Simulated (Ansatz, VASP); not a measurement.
# One calculation of Cs, two programs

File INCAR:

```
PREC     = Accurate       # precision mode
ENCUT    = 520            # plane-wave cutoff, eV
EDIFF    = 1E-6           # SCF threshold, eV
ISMEAR   = -1             # smearing method
SIGMA    = 0.05           # smearing width, eV
LREAL    = False          # projectors in reciprocal space
LASPH    = True           # aspherical terms in the spheres
NELM     = 100            # most SCF steps
ALGO     = Fast           # electronic algorithm
ISIF     = 2              # what is computed and relaxed
LWAVE    = False          # write WAVECAR
LCHARG   = True           # write CHGCAR
GGA      = PE             # functional
LELF     = True           # ELF
LVHAR    = True         
NBANDS   = 26             # bands
```

File KPOINTS:

```
regular mesh
0
Gamma
  6 6 2
```

The input POSCAR:

```
Cs
1.0
    5.6027699652      0.0000000000      0.0000000000
   -2.8013849826      4.8521411215      0.0000000000
    0.0000000000      0.0000000000     18.6442381829
Cs
4
Direct
    0.6666666667      0.3333333333      0.7500000000
    0.0000000000      0.0000000000      0.5000000000
    0.3333333333      0.6666666667      0.2500000000
    0.0000000000      0.0000000000      0.0000000000
```

input.yaml

```yaml
crystal:
  lattice:
    - [5.6027699652, 0.0, 0.0]
    - [-2.8013849826, 4.8521411215, 0.0]
    - [0.0, 0.0, 18.6442381829]
  atoms:
    - { symbol: Cs, position: [0.6666666667, 0.3333333333, 0.75] }
    - { symbol: Cs, position: [0.0, 0.0, 0.5] }
    - { symbol: Cs, position: [0.3333333333, 0.6666666667, 0.25] }
    - { symbol: Cs, position: [0.0, 0.0, 0.0] }
hamiltonian:
  xc: pbe
  pseudopotentials: { kind: paw }
kpoints:
  mp_grid: { grid: [6, 6, 2] }
scf:
  occupations: { method: fermi_dirac, width: 0.05 }
output:
  forces: true
  stress: true
  eigenvalues: true
```

Alike in both runs: task single point; functional PBE; k mesh 6 × 6 × 2; occupations fermi-dirac, width 0.05 eV; no spin polarisation.

```csv
,VASP,Ansatz
version,VASP 6.6.1,Ansatz 0.2.0
potentials or method,"VASP PAW PBE potentials, release 64 (Cs_sv)",Ansatz PAW
plane-wave cutoff (eV),520,420
valence electrons in the cell,36,36
```

```tsv
	VASP	Ansatz	Ansatz less VASP
gap on the k mesh at the Fermi level (eV)	none	none	-
pressure (GPa)	-0.1	-0.1	+0.01
traceless stress, the component that is largest in VASP (GPa)	-0.08	-0.08	-0.001
```

A gap of «none» marks a metal or a gap that the smearing closes.

Neither program's run includes spin-orbit coupling.
